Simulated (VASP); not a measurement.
Wanted: the native input for a VASP 6.6.1 run.

* Task: single point
* Functional: PBEsol
* Potentials or basis: VASP PAW PBE potentials, release 64 (In_d, Sb)
* Cutoff: 520 eV
* k mesh: 8 × 8 × 8
* Occupations: gaussian, width 0.15 eV
* Spin: no spin polarisation
* Dipole correction: no
* Further INCAR settings: ALGO = Normal; EDIFF = 1e-06; NBANDS = 22

The structure of InSb3 lies in POSCAR:

```
InSb3
1.0
    4.5866084372     -0.1104095949     -0.1104095949
   -0.1104095949      4.5866084372     -0.1104095949
   -0.1104095949     -0.1104095949      4.5866084372
In Sb
1 3
Direct
    0.0000000000      0.0000000000      0.0000000000
    0.5000000000      0.0000000000      0.5000000000
    0.0000000000      0.5000000000      0.5000000000
    0.5000000000      0.5000000000      0.0000000000
```

The input as run:

INCAR

```
SYSTEM = InSb3
  PREC = Accurate
  ENCUT = 520
  EDIFF = 1E-6
  ISMEAR = 0
  SIGMA = 0.15
  LREAL = .FALSE.
  LASPH = .TRUE.
  NELM = 60
  ALGO = Normal
  ISIF = 2
  LWAVE = .FALSE.
  LCHARG = .TRUE.
  GGA = PS
  LELF = .TRUE.
  LVHAR = .TRUE.
  NBANDS = 22
```

KPOINTS

```
regular mesh
0
G
  8 8 8
  0 0 0
```

Potentials or basis: VASP PAW PBE potentials, release 64 (In_d, Sb).

Command:

```console
$ cat potpaw_PBE.64/In_d/POTCAR potpaw_PBE.64/Sb/POTCAR > POTCAR
$ mpirun -np 1 vasp_std > vasp.out
```

It gave:

The pressure is 7.2 GPa. The band gap on the k mesh is zero (bands 14 and 15 overlap by 4.91 eV).

Caveat: the cell stands under pressure; the PAW data sets were made with another functional, which shifts forces and pressure a little; spin-orbit coupling is left out, which moves the levels of the heavy elements.

Run time: 110 s on 1 thread of Intel Xeon 8259CL, with other jobs on the host, peak memory 0.29 GiB.
